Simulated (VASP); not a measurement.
Here is a VASP 6.6.1 calculation.

Contents of POSCAR:

```
Mo
1.0
   -1.5734150000      1.5734150000      1.5734150000
    1.5734150000     -1.5734150000      1.5734150000
    1.5734150000      1.5734150000     -1.5734150000
Mo
1
Direct
    0.0000000000      0.0000000000      0.0000000000
```

The input INCAR.step1:

```
PREC = Accurate
ENCUT = 600
ISMEAR = -1
SIGMA = 0.05
LREAL = F
LASPH = T
NELM = 60
GGA = PE
ALGO = Normal
EDIFF = 1E-4
LWAVE = T
LCHARG = F
```

Contents of INCAR.step2:

```
PREC = Accurate
ENCUT = 600
EDIFF = 1E-6
ISMEAR = -1
SIGMA = 0.05
LREAL = F
LASPH = T
NELM = 60
ALGO = Normal
ISIF = 3
LWAVE = F
LCHARG = F
METAGGA = R2SCAN
LMIXTAU = T
IBRION = 2
NSW = 80
EDIFFG = -0.02
ISTART = 1
```

KPOINTS

```
regular mesh
0
Gamma
  8 8 8
```

Potentials or basis: VASP PAW PBE potentials, release 64 (Mo_sv).

Launch:

```console
$ cat potpaw_PBE.64/Mo_sv/POTCAR > POTCAR
$ cp INCAR.step1 INCAR
$ mpirun -np 1 vasp_std > vasp.out
$ cp INCAR.step2 INCAR
$ mpirun -np 1 vasp_std > vasp.out
```

Task: Estimate the space group after relaxing (to 0.1 Å).

Result: Im-3m (No. 229).

Task: Predict the relaxed cell.

Result: a = 2.736 Å, b = 2.736 Å, c = 2.736 Å, α = 109.47°, β = 109.47°, γ = 109.47°.

Task: What does it give for the band gap on the k mesh?

Result: Zero (bands 7 and 8 overlap by 5.50 eV).

Task: Predict the relaxed volume.

Result: 15.76 Å³/atom.

Step by step:
| step | energy change (eV) | largest force (eV/Å) | pressure (GPa) | volume (Å³) |
| --- | --- | --- | --- | --- |
| 1 | 0.0000 | 0.0000 | 3.04 | 15.58 |
| 2 | 0.0107 | 0.0000 | -7.75 | 16.26 |
| 3 | -0.0016 | 0.0000 | -0.02 | 15.76 |

Caveat: the PAW data sets were made with another functional, which shifts forces and pressure a little. Zero-point motion and thermal expansion aren't in these numbers.
